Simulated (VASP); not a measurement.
# Sn3Se2 (R-3m) in VASP: notebook

Runs on Sn3Se2. Level: PBE. Tasks: single point.

Program: VASP 6.6.1. These are calculated values, not measurements. Logs are shortened: lines on timing, memory, paths and dates and some standing lists are left out, and cuts for length are marked.

### Step 1. The cell of the first run

The structure is trigonal, space group R-3m (No. 166). The conventional cell has a = 6.317 Å, b = 6.317 Å, c = 14.080 Å, α = 90.00°, β = 90.00°, γ = 120.00°. Sn (site symmetry 2/m) has 4 Se at 2.97 to 3.16 Å and 4 Sn at 3.16 Å within 3.9 Å. Within 3.9 Å of Se (site symmetry -3m) lie 6 Sn at 2.97 Å. Within 4.2 Å of Se (site symmetry -3m) lie 6 Sn at 3.16 Å.

### Step 2. Single point, PBE

INCAR

```
PREC     = Accurate       # precision mode
ENCUT    = 500            # plane-wave cutoff, eV
EDIFF    = 1E-6           # SCF threshold, eV
ISMEAR   = 0              # smearing method
SIGMA    = 0.2            # smearing width, eV
LREAL    = F              # projectors in reciprocal space
LASPH    = T              # aspherical terms in the spheres
NELM     = 120            # most SCF steps
ALGO     = Normal         # electronic algorithm
ISIF     = 2              # what is computed and relaxed
LWAVE    = F              # write WAVECAR
LCHARG   = F              # write CHGCAR
GGA      = PE             # functional
NBANDS   = 35             # bands
GGA_COMPAT= F
```

KPOINTS

```
regular mesh
0
Gamma
  3 3 3
```

POSCAR

```
Sn3Se2
1.0
    3.1582972411      1.8234437623      4.6934876609
   -3.1582972411      1.8234437623      4.6934876609
    0.0000000000     -3.6468875246      4.6934876609
Sn Se
3 2
Direct
    0.5000000000      0.5000000000      0.0000000000
    0.0000000000      0.5000000000      0.5000000000
    0.5000000000      0.0000000000      0.5000000000
    0.5000000000      0.5000000000      0.5000000000
    0.0000000000      0.0000000000      0.0000000000
```

Potentials or basis: VASP PAW PBE potentials, release 64 (Sn_d, Se).

Started as:

```
$ cat potpaw_PBE.64/Sn_d/POTCAR potpaw_PBE.64/Se/POTCAR > POTCAR
$ mpirun -np 1 vasp_std > vasp.out
```

OUTCAR:

```text
PREC = Accurate
   ENCUT = 500
   EDIFF = 1E-6
   ISMEAR = 0
   LREAL = F
   LASPH = T
   NELM = 120
   ISIF = 2
   GGA = PE

 ion  position               nearest neighbor table
   1  0.500  0.500  0.000-   4 2.97   4 2.97   3 3.16   2 3.16   3 3.16   2 3.16   5 3.16   5 3.16

   2  0.000  0.500  0.500-   4 2.97   4 2.97   5 3.16   5 3.16   1 3.16   1 3.16   3 3.16   3 3.16

   3  0.500  0.000  0.500-   4 2.97   4 2.97   5 3.16   1 3.16   1 3.16   5 3.16   2 3.16   2 3.16

   4  0.500  0.500  0.500-   1 2.97   1 2.97   3 2.97   2 2.97   3 2.97   2 2.97
   5  0.000  0.000  0.000-   2 3.16   3 3.16   2 3.16   3 3.16   1 3.16   1 3.16

  LATTYP: Found a trigonal (rhomboedric) cell.
 ALAT       =     5.9437879370
 COS(alpha) =     0.4353109256

  Lattice vectors:

 A1 = (   3.1582972411,   1.8234437623,   4.6934876609)
 A2 = (  -3.1582972411,   1.8234437623,   4.6934876609)
 A3 = (   0.0000000000,  -3.6468875246,   4.6934876609)

Analysis of symmetry for initial positions (statically):
=====================================================================
 Subroutine PRICEL returns:
 Original cell was already a primitive cell.

 Routine SETGRP: Setting up the symmetry group for a
 trigonal (rhombohedral) supercell.

 Subroutine GETGRP returns: Found 12 space group operations
 (whereof 12 operations were pure point group operations)
 out of a pool of 12 trial point group operations.

The static configuration has the point symmetry D_3d.

Analysis of symmetry for dynamics (positions and initial velocities):
=====================================================================
 Subroutine PRICEL returns:
 Original cell was already a primitive cell.

 Routine SETGRP: Setting up the symmetry group for a
 trigonal (rhombohedral) supercell.

 Subroutine GETGRP returns: Found 12 space group operations
 (whereof 12 operations were pure point group operations)
 out of a pool of 12 trial point group operations.

The dynamic configuration has the point symmetry D_3d.

 Subroutine INISYM returns: Found 12 space group operations
 (whereof 12 operations are pure point group operations),
 and found     1 'primitive' translations

----------------------------------------------------------------------------------------

                                     Primitive cell

  volume of cell :     162.1781

  direct lattice vectors                    reciprocal lattice vectors
     3.158297241  1.823443762  4.693487661     0.158313155  0.091402143  0.071020392
    -3.158297241  1.823443762  4.693487661    -0.158313155  0.091402143  0.071020392
     0.000000000 -3.646887525  4.693487661     0.000000000 -0.182804285  0.071020392

  length of vectors
     5.943787937  5.943787937  5.943787937     0.196115534  0.196115534  0.196115534

  position of ions in fractional coordinates (direct lattice)
     0.500000000  0.500000000  0.000000000
     1.000000000  0.500000000  0.500000000
     0.500000000  1.000000000  0.500000000
     0.500000000  0.500000000  0.500000000
     0.000000000  0.000000000  0.000000000

  ion indices of the primitive-cell ions
   primitive index   ion index
                 1           1
                 2           2
                 3           3
                 4           4
                 5           5

----------------------------------------------------------------------------------------

 KPOINTS: regular mesh

Automatic generation of k-mesh.
 Grid dimensions read from file:
 generate k-points for:    3    3    3

 Generating k-lattice:

  Cartesian coordinates                     Fractional coordinates (reciprocal lattice)
     0.052771052  0.030467381  0.023673464     0.333333333 -0.000000000 -0.000000000
    -0.052771052  0.030467381  0.023673464    -0.000000000  0.333333333 -0.000000000
     0.000000000 -0.060934762  0.023673464    -0.000000000 -0.000000000  0.333333333

  Length of vectors
     0.065371845  0.065371845  0.065371845

  Shift w.r.t. Gamma in fractional coordinates (k-lattice)
     0.000000000  0.000000000  0.000000000

 Subroutine IBZKPT returns following result:
 ===========================================

 Found      6 irreducible k-points:

 Following reciprocal coordinates:
            Coordinates               Weight
  0.000000  0.000000  0.000000      1.000000
  0.333333  0.000000  0.000000      6.000000
  0.333333  0.333333  0.000000      6.000000
 -0.333333  0.333333  0.000000      6.000000
  0.333333  0.333333  0.333333      2.000000
 -0.333333  0.333333  0.333333      6.000000
   k-points           NKPTS =      6   k-points in BZ     NKDIM =      6   number of bands    NBANDS=     35
   number of dos      NEDOS =    301   number of ions     NIONS =      5
   total plane-waves  NPLWV = 110592
   dimension x,y,z NGX =    48 NGY =   48 NGZ =   48
   dimension x,y,z NGXF=    96 NGYF=   96 NGZF=   96
   ions per type =               3   2
   NGX,Y,Z   is equivalent  to a cutoff of  13.43, 13.43, 13.43 a.u.
   NGXF,Y,Z  is equivalent  to a cutoff of  26.85, 26.85, 26.85 a.u.
 SYSTEM =  unknown system
   PREC   = accura    normal or accurate (medium, high low for compatibility)
   ISTART =      0    job   : 0-new  1-cont  2-samecut
   ICHARG =      2    charge: 1-file 2-atom 10-const
   ISPIN  =      1    spin polarized calculation?
   LNONCOLLINEAR =      F non collinear calculations
   LSORBIT =      F    spin-orbit coupling
   LASPH  =      T    aspherical Exc in radial PAW
   ENCUT  =  500.0 eV  36.75 Ry    6.06 a.u.  10.84 10.84 10.84*2*pi/ulx,y,z
   NELM   =    120;   NELMIN=  2; NELMDL= -5     # of ELM steps
   EDIFF  = 0.1E-05   stopping-criterion for ELM
   LREAL  =      F    real-space projection
   EDIFFG = 0.1E-04   stopping-criterion for IOM
   NSW    =      0    number of steps for IOM
   IBRION =     -1    ionic relax: 0-MD 1-quasi-New 2-CG
   NFREE  =      0    steps in history (QN), initial steepest desc. (CG)
   ISIF   =      2    stress and relaxation
   ISYM   =      2    0-nonsym 1-usesym 2-fastsym
   POTIM  = 0.5000    time-step for ionic-motion
   TEBEG  =    0.0;   TEEND  =   0.0 temperature during run
   PSTRESS=    0.0 pullay stress
   NELECT =      54.0000    total number of electrons
   NUPDOWN=      -1.0000    fix difference up-down
   EMIN   =  10.00;   EMAX   =-10.00  energy-range for DOS
   EFERMI =   0.00;   METHOD = LEGACY
   ISMEAR =     0;   SIGMA  =   0.20  broadening in eV -4-tet -1-fermi 0-gaus
   EFERMI_NEDOS =   21; number of points for ismear=-14 and -15
   IALGO  =     38    algorithm
   IMIX   =      4    mixing-type and parameters
     AMIX     =   0.40;   BMIX     =  1.00
     AMIX_MAG =   1.60;   BMIX_MAG =  1.00
  volume/ion in A,a.u.               =      32.44       218.89
  Fermi-wavevector in a.u.,A,eV,Ry     =   1.134685  2.144244 17.517638  1.287510
  Thomas-Fermi vector in A             =   2.271389
   LORBIT       =      0    0 simple, 1 ext, 2 COOP (PROOUT), +10 PAW based schemes
   GGA     = PE    functional components
   LHFCALC =     F    Hartree Fock is set to
   AEXX    =    0.0000 exact exchange contribution
   IVDW    =     0    specifies the selected vdW correction
   LEPSILON=     F    determine dielectric tensor
   LRPA    =     F    only Hartree local field effects (RPA)
 non-spin polarized calculation
 Gauss-broadening in eV      SIGMA  =   0.20
  energy-cutoff  :      500.00
  volume of cell :      162.18
 maximum number of plane-waves:      4151
 NGX is ok and might be reduce to    48
   NGX = 21   NGY = 21   NGZ = 21

 number of electron      54.0000009 magnetization

 Free energy of the ion-electron system (eV)
  ---------------------------------------------------
  ext. energy  EPLUGINS =         0.00000000
  ---------------------------------------------------
  free energy    TOTEN  =       -18.83313083 eV

  energy without entropy =      -18.75741831  energy(sigma->0) =      -18.79527457

 E-fermi :   4.6098     XC(G=0):  -8.7254

 val. band max:        4.0872964426   @ k =  -0.3333   0.3333   0.3333
 cond. band min:       4.6398672249   @ k =  -0.3333   0.3333   0.3333
 fundamental gap:      0.5525707823
 Fermi energy:         4.6097660266

 k-point     1 :       0.0000    0.0000    0.0000
  band No.  band energies     occupation
      1     -17.5722      2.00000
      2     -17.5587      2.00000
      3     -17.5587      2.00000
      4     -17.5045      2.00000
      5     -17.4589      2.00000
      6     -17.4523      2.00000
[... 27 lines left out ...]
     34       9.1395      0.00000
     35       9.1402      0.00000

 k-point     2 :       0.3333    0.0000    0.0000
  band No.  band energies     occupation
      1     -17.5564      2.00000
      2     -17.5129      2.00000
      3     -17.4928      2.00000
      4     -17.4777      2.00000
      5     -17.4510      2.00000
      6     -17.4379      2.00000
[... 27 lines left out ...]
     34       8.6701      0.00000
     35       8.9570      0.00000

 k-point     3 :       0.3333    0.3333    0.0000
  band No.  band energies     occupation
      1     -17.5562      2.00000
      2     -17.5116      2.00000
      3     -17.4928      2.00000
      4     -17.4750      2.00000
      5     -17.4511      2.00000
      6     -17.4385      2.00000
[... 27 lines left out ...]
     34       8.9817      0.00000
     35       9.7053      0.00000

 k-point     4 :      -0.3333    0.3333    0.0000
  band No.  band energies     occupation
      1     -17.5195      2.00000
      2     -17.4720      2.00000
      3     -17.4716      2.00000
      4     -17.4646      2.00000
      5     -17.4593      2.00000
      6     -17.4402      2.00000
[... 27 lines left out ...]
     34       7.7623      0.00000
     35       9.3125      0.00000

 k-point     5 :       0.3333    0.3333    0.3333
  band No.  band energies     occupation
      1     -17.5714      2.00000
      2     -17.5585      2.00000
      3     -17.5585      2.00000
      4     -17.4948      2.00000
      5     -17.4588      2.00000
      6     -17.4530      2.00000
[... 27 lines left out ...]
     34       9.8594      0.00000
     35      10.2109      0.00000

 k-point     6 :      -0.3333    0.3333    0.3333
  band No.  band energies     occupation
      1     -17.5561      2.00000
      2     -17.5109      2.00000
      3     -17.4925      2.00000
      4     -17.4707      2.00000
      5     -17.4521      2.00000
      6     -17.4389      2.00000
[... 27 lines left out ...]
     34       8.2978      0.00000
     35      10.1070      0.00000

------------------------ aborting loop because EDIFF is reached ----------------------------------------

  FORCE on cell =-STRESS in cart. coord.  units (eV):
  Direction    XX          YY          ZZ          XY          YZ          ZX
  --------------------------------------------------------------------------------------
  -------------------------------------------------------------------------------------
  Total        0.4590556      0.4590556      0.2790772      0.0000000      0.0000000      0.0000000
  in kB        4.5350655      4.5350655      2.7570377      0.0000000      0.0000000      0.0000000
  external PRESSURE =       3.9423896 kB  Pullay stress =       0.0000000 kB

 VOLUME and BASIS-vectors are now :
 -----------------------------------------------------------------------------
  energy-cutoff  :      500.00
  volume of cell :      162.18
      direct lattice vectors                 reciprocal lattice vectors
     3.158297241  1.823443762  4.693487661     0.158313155  0.091402143  0.071020392
    -3.158297241  1.823443762  4.693487661    -0.158313155  0.091402143  0.071020392
     0.000000000 -3.646887525  4.693487661     0.000000000 -0.182804285  0.071020392

 POSITION                                       TOTAL-FORCE (eV/Angst)
 -----------------------------------------------------------------------------------
      0.00000      1.82344      4.69349         0.000000     -0.000000     -0.000000
     -1.57915     -0.91172      4.69349        -0.000000      0.000000      0.000000
      1.57915     -0.91172      4.69349         0.000000      0.000000      0.000000
      0.00000      0.00000      7.04023        -0.000000      0.000000     -0.000000
      0.00000      0.00000      0.00000        -0.000000     -0.000000     -0.000000
 -----------------------------------------------------------------------------------
    total drift:                                0.000000      0.000000     -0.000000

  FREE ENERGIE OF THE ION-ELECTRON SYSTEM (eV)
  ---------------------------------------------------
  free  energy   TOTEN  =       -18.8331308334 eV

  energy  without entropy=      -18.7574183124  energy(sigma->0) =      -18.79527457
```

It took 24 s on 1 thread of Intel Xeon 6975P-C (Granite Rapids), shared host; peak memory 0.31 GiB.

Results:

- Free energy: -18.8331 eV
- Pressure: 0.4 GPa
- Band gap on the k mesh: zero (band 27 reaches 4.68 eV, above the bottom of band 28 at 4.64 eV)

Stress tensor (GPa, compression positive):
```
0.45 0.00 0.00
0.00 0.45 0.00
0.00 0.00 0.28
```

Caveat: the k points lie up to 0.41 Å⁻¹ apart; spin-orbit coupling is left out, which moves the levels of the heavy elements.

### Step 3. Single point, PBE

This run uses another cell than the first one, of 33.23 Å³/atom, 1.025 times its volume.

INCAR

```
ALGO = Normal
EDIFF = 1E-6
ENCUT = 500
GGA = PE
GGA_COMPAT = False
ISIF = 2
ISMEAR = 0
LASPH = True
LCHARG = True
LELF = True
LREAL = False
LVHAR = True
LWAVE = False
NBANDS = 35
NELM = 120
PREC = Accurate
SIGMA = 0.2
```

KPOINTS

```
k-points
0
Gamma
  3 3 3
```

POSCAR

```
Sn3Se2
1.0
    3.1816441847      1.8369231246      4.7387705748
   -3.1816441847      1.8369231246      4.7387705748
    0.0000000000     -3.6738462549      4.7387705725
Sn Se
3 2
Direct
    0.0000000000      0.0000000000      0.5000000000
    0.5000000000      0.0000000000      0.0000000000
    0.0000000000      0.5000000000      0.0000000000
    0.0000000000      0.0000000000      0.0000000000
    0.5000000000      0.5000000000      0.5000000000
```

Potentials or basis: VASP PAW PBE potentials, release 64 (Sn_d, Se).

Started as:

```
$ cat potpaw_PBE.64/Sn_d/POTCAR potpaw_PBE.64/Se/POTCAR > POTCAR
$ mpirun -np 1 vasp_std > vasp.out
```

Run time: 28 s. Hardware: 1 thread of Intel Xeon 6975P-C (Granite Rapids), shared host; peak memory 0.31 GiB.

It converged, with:

```yaml
Free_energy: -18.8321 eV
Pressure: -0.5 GPa
Band_gap_on_the_k_mesh: zero (band 27 reaches 4.43 eV, above the bottom of band 28 at 4.41 eV)
```

Levels at points of the mesh, in eV from the Fermi level:
| k point | band 25 | band 26 | band 27 | band 28 | band 29 | band 30 |
| --- | --- | --- | --- | --- | --- | --- |
| (0.00, 0.00, 0.00) | -3.04 | -2.71 | -1.36 | 2.10 | 2.10 | 2.78 |

Caveat: the k points lie up to 0.41 Å⁻¹ apart; spin-orbit coupling is left out, which moves the levels of the heavy elements.
